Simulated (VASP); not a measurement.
K4InP2:

```
K In P
1.0
     2.83380    4.90828    0.00000
    -2.83380    4.90828    0.00000
     0.00000   -3.27218    8.98693
K In P
4 1 2
Direct
  0.38910 0.38910 0.16730
  0.61090 0.61090 0.83270
  0.20800 0.20800 0.62400
  0.79200 0.79200 0.37600
  0.00000 0.00000 0.00000
  0.08830 0.08830 0.26490
  0.91170 0.91170 0.73510
```

- Program: VASP 6.6.1
- Task: relaxation of cell and atoms
- Functional: PBEsol
- Potentials or basis: VASP PAW PBE potentials, release 64 (K_sv, In_d, P)
- Cutoff: 600 eV
- k mesh: 4 × 4 × 4
- Occupations: gaussian, width 0.0139 eV
- Spin: no spin polarisation

At the start: pressure 0.4 GPa; volume 35.71 Å³/atom.

Question: Where does the relaxation end?

Answer: Over 19 steps the energy falls by 6.9 meV/atom and the volume is 36.37 Å³/atom (+1.8 %); space group R-3m (No. 166, to 0.1 Å) before and after.

The path:
```csv
step,energy change (eV),largest force (eV/Å),pressure (GPa),volume (Å³)
1,0.0000,0.3003,0.45,250.00
2,-0.0150,0.1634,0.01,253.61
3,-0.0150,0.1616,0.01,253.53
4,-0.0183,0.1545,0.01,254.03
5,-0.0270,0.1340,-0.02,255.53
6,-0.0375,0.0806,-0.17,258.55
7,-0.0387,0.0552,-0.25,260.05
8,-0.0428,0.1157,-0.01,257.01
9,-0.0429,0.1403,0.04,256.24
10,-0.0456,0.0309,0.05,254.51
11,-0.0456,0.0272,0.04,254.45
12,-0.0465,0.0178,0.01,254.84
13,-0.0473,0.0160,-0.04,255.36
14,-0.0471,0.0563,-0.13,256.39
15,-0.0475,0.0290,-0.08,255.77
16,-0.0478,0.0227,0.01,255.02
17,-0.0478,0.0137,-0.02,255.26
18,-0.0479,0.0112,0.00,254.95
19,-0.0480,0.0096,0.02,254.59
```

Final structure:
```
K In P
1.0
     2.84980    4.93600    0.00000
    -2.84980    4.93600    0.00000
     0.00000   -3.29067    9.04946
K In P
4 1 2
Cartesian
  0.0000 3.2907 1.7007
  0.0000 3.2907 7.3487
  0.0000 0.0000 5.6895
  0.0000 6.5813 3.3599
  0.0000 0.0000 0.0000
  0.0000 0.0000 2.4196
  0.0000 6.5813 6.6298
```

Caveat: the PAW data sets were made with another functional, which shifts forces and pressure a little.
